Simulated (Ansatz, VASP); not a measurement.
One calculation of CaB3, two programs

```
CELL_PARAMETERS angstrom
-1.74943 1.74943 3.90783
1.74943 -1.74943 3.90783
1.74943 1.74943 -3.90783
ATOMIC_POSITIONS crystal
Ca 0.00000 0.00000 0.00000
B 0.50000 0.50000 0.00000
B 0.25000 0.75000 0.50000
B 0.75000 0.25000 0.50000
```

Alike in both runs: task single point; functional PBE; k mesh 8 × 8 × 8; occupations gaussian, width 0.1 eV; no spin polarisation.

|  | VASP | Ansatz |
| --- | --- | --- |
| version | VASP 6.6.1 | Ansatz 0.2.0 |
| potentials or method | VASP PAW PBE potentials, release 64 (Ca_sv, B), cutoff 520 eV | scalar-relativistic, plane waves, PAW |
| valence electrons in the cell | 19 | 19 |

```csv
,VASP,Ansatz,Ansatz less VASP
gap on the k mesh at the Fermi level (eV),none,none,-
pressure (GPa),0.2,-0.1,-0.32
"traceless stress, the component that is largest in VASP (GPa)",-8.19,-8.16,+0.025
```

A gap of «none» marks a metal or a gap that the smearing closes.
